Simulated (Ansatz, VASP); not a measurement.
# Two plane-wave programs on SiC

```
Si C
1.0
    -4.61400    2.66389    5.04800
     4.61400   -2.66389    5.04800
     4.61400    7.99168   -5.04800
Si C
24 24
Direct
  0.83333 0.16667 0.00000
  0.33333 0.66667 0.00000
  0.16667 0.00000 0.16667
  0.66667 0.50000 0.16667
  0.50000 0.83333 0.33333
  0.00000 0.33333 0.33333
  0.83333 0.66667 0.50000
  0.33333 0.16667 0.50000
  0.16667 0.50000 0.66667
  0.66667 0.00000 0.66667
  0.50000 0.33333 0.83333
  0.00000 0.83333 0.83333
  0.41667 0.08333 0.00000
  0.91667 0.58333 0.00000
  0.75000 0.91667 0.16667
  0.25000 0.41667 0.16667
  0.08333 0.75000 0.33333
  0.58333 0.25000 0.33333
  0.41667 0.58333 0.50000
  0.91667 0.08333 0.50000
  0.75000 0.41667 0.66667
  0.25000 0.91667 0.66667
  0.08333 0.25000 0.83333
  0.58333 0.75000 0.83333
  0.02583 0.35917 0.00000
  0.52583 0.85917 0.00000
  0.35917 0.19250 0.16667
  0.85917 0.69250 0.16667
  0.69250 0.02583 0.33333
  0.19250 0.52583 0.33333
  0.02583 0.85917 0.50000
  0.52583 0.35917 0.50000
  0.35917 0.69250 0.66667
  0.85917 0.19250 0.66667
  0.69250 0.52583 0.83333
  0.19250 0.02583 0.83333
  0.60917 0.27583 0.00000
  0.10917 0.77583 0.00000
  0.94250 0.10917 0.16667
  0.44250 0.60917 0.16667
  0.27583 0.94250 0.33333
  0.77583 0.44250 0.33333
  0.60917 0.77583 0.50000
  0.10917 0.27583 0.50000
  0.94250 0.60917 0.66667
  0.44250 0.10917 0.66667
  0.27583 0.44250 0.83333
  0.77583 0.94250 0.83333
```

Alike in both runs: task single point; functional PBE; k mesh 2 × 2 × 2; occupations gaussian, width 0.05 eV; no spin polarisation.

|  | VASP | Ansatz |
| --- | --- | --- |
| version | VASP 6.6.1 | Ansatz 0.2.0 |
| potentials or method | VASP PAW PBE potentials, release 64 (Si, C), cutoff 520 eV | scalar-relativistic, plane waves, PAW |
| valence electrons in the cell | 192 | 192 |

|  | VASP | Ansatz | Ansatz less VASP |
| --- | --- | --- | --- |
| gap on the k mesh at the Fermi level (eV) | 2.32 | 2.33 | +0.002 |
| rms of the force components (eV/Å) | 0.435 | 0.435 | -0.0006 |

Atom by atom the forces differ by 0.001 eV/Å (rms over components). With one functional, cell and mesh, what is left measures potentials, basis and numerics. Ansatz's warnings: structure snapped to symmetry.

The k mesh is coarse, so the values compare programs but aren't converged.
